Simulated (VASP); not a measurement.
Pd:

```
CELL_PARAMETERS angstrom
0.00000 1.94650 1.94650
1.94650 0.00000 1.94650
1.94650 1.94650 0.00000
ATOMIC_POSITIONS crystal
Pd 0.00000 0.00000 0.00000
```

```yaml
Program: VASP 6.6.1
Task: relaxation of cell and atoms
Functional: PBEsol
Potentials_or_basis: VASP PAW PBE potentials, release 64 (Pd)
Cutoff: 600 eV
k_mesh: 9 × 9 × 9
Occupations: fermi-dirac, width 0.02 eV
Spin: no spin polarisation
```

At the start: pressure -3.5 GPa; volume 14.75 Å³/atom.

Task: Where does the relaxation end?

Result: Over 3 steps the energy falls by 2.9 meV/atom and the volume is 14.49 Å³/atom (-1.8 %); space group Fm-3m (No. 225, to 0.05 Å).

The path:
| step | energy change (eV) | largest force (eV/Å) | pressure (GPa) | volume (Å³) |
| --- | --- | --- | --- | --- |
| 1 | 0.0000 | 0.0000 | -3.52 | 14.75 |
| 2 | 0.0056 | 0.0000 | 6.68 | 14.07 |
| 3 | -0.0029 | 0.0000 | -0.02 | 14.49 |

Final structure:
```
CELL_PARAMETERS angstrom
0.00000 1.93508 1.93508
1.93508 0.00000 1.93508
1.93508 1.93508 0.00000
ATOMIC_POSITIONS crystal
Pd 0.00000 0.00000 0.00000
```

Caveat: the PAW data sets were made with another functional, which shifts forces and pressure a little.
